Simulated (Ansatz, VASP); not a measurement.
SnSe in VASP and in Ansatz

```
CELL_PARAMETERS angstrom
2.10246 1.21386 3.43330
-2.10246 1.21386 3.43330
0.00000 -2.42771 3.43330
ATOMIC_POSITIONS crystal
Sn 0.50000 0.50000 0.50000
Se 0.00000 0.00000 0.00000
```

Alike in both runs: functional PBEsol; k mesh 8 × 8 × 8; occupations gaussian, width 0.02 eV; no spin polarisation.

Ansatz relaxed the structure, and its values are those at the end. VASP's run is a single point on that final structure, the one shown.

|  | VASP | Ansatz |
| --- | --- | --- |
| version | VASP 6.6.1 | Ansatz 0.2.0 |
| potentials or method | VASP PAW PBE potentials, release 64 (Sn_d, Se), cutoff 520 eV | scalar-relativistic, plane waves, PAW |
| valence electrons in the cell | 20 | 30 |

|  | VASP | Ansatz | Ansatz less VASP |
| --- | --- | --- | --- |
| gap on the k mesh at the Fermi level (eV) | 0.75 | 0.75 | -0.001 |
| least direct gap on the mesh (eV) | 0.82 | 0.81 | -0.002 |
| pressure (GPa) | 0.0 | 0.0 | -0.02 |

VASP's potentials were made for PBE, not for PBEsol. VASP's potentials hold 20 valence electrons a cell and Ansatz's 30, so a difference there can come from the potentials and not from the codes.
